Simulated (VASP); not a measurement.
A run of VASP 6.6.1 is set up as follows.

The input INCAR:

```
SYSTEM = Co
ALGO = Normal
EDIFF = 1E-6
ENCUT = 520
ISIF = 2
ISMEAR = 1
ISPIN = 2
LASPH = .TRUE.
LCHARG = .FALSE.
LMAXMIX = 4
LORBIT = 11
LREAL = .FALSE.
LWAVE = .FALSE.
MAGMOM = 1.558 1.558
NBANDS = 20
NELM = 150
PREC = Accurate
SIGMA = 0.2
```

File KPOINTS:

```
k-points
0
G
  15 15 8
  0 0 0
```

The input POSCAR:

```
Co
1.0
    2.4273810165      0.0000000000      0.0000000000
   -1.2136905082      2.1021736250      0.0000000000
    0.0000000000      0.0000000000      3.9230481332
Co
2
Direct
    0.3333333333      0.6666666667      0.2500000000
    0.6666666667      0.3333333333      0.7500000000
```

Potentials or basis: VASP PAW LDA potentials, release 64 (Co).

Launch:

```sh
$ cat potpaw_LDA.64/Co/POTCAR > POTCAR
$ mpirun -np 1 vasp_std > vasp.out
```

(1) What does it give for the net moment?

(2) What does it give for the site moments?

Answers

(1) 3.02 μB per cell.

(2) Co +1.50 μB.
